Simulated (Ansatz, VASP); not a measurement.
**AlNi in VASP and in Ansatz**

```xyz
2
Lattice="2.3007 -1.3947 0.0000 2.3007 1.3947 0.0000 -1.3565 0.0000 3.8808" Properties=species:S:1:pos:R:3 pbc="T T T"
Ni    1.5863    0.0471    1.9648
Al    0.0207    0.0096    0.0534
```

Change from the starting cell: atoms moved at random, drawn with an rms of 0.05 Å.

Alike in both runs: task single point; functional PBE; k mesh 11 × 11 × 7; occupations fermi-dirac, width 0.05 eV; collinear spin.

|  | VASP | Ansatz |
| --- | --- | --- |
| version | VASP 6.6.1 | Ansatz 0.2.0 |
| potentials or method | VASP PAW PBE potentials, release 64 (Ni, Al) | Ansatz PAW |
| plane-wave cutoff (eV) | 520 | 420 |
| valence electrons in the cell | 13 | 21 |

|  | VASP | Ansatz | Ansatz less VASP |
| --- | --- | --- | --- |
| gap on the k mesh at the Fermi level (eV) | none | none | - |
| pressure (GPa) | 2.1 | 2.1 | +0.02 |
| traceless stress, the component that is largest in VASP (GPa) | -1.27 | -1.37 | -0.105 |
| rms of the force components (eV/Å) | 0.163 | 0.162 | -0.0007 |
| net moment per atom (μB) | 0.00 | 0.00 | 0.000 |

Atom by atom the forces differ by 0.001 eV/Å (rms over components). A gap of «none» marks a metal or a gap that the smearing closes. VASP's potentials hold 13 valence electrons a cell and Ansatz's 21, so a difference there can come from the potentials and not from the codes.
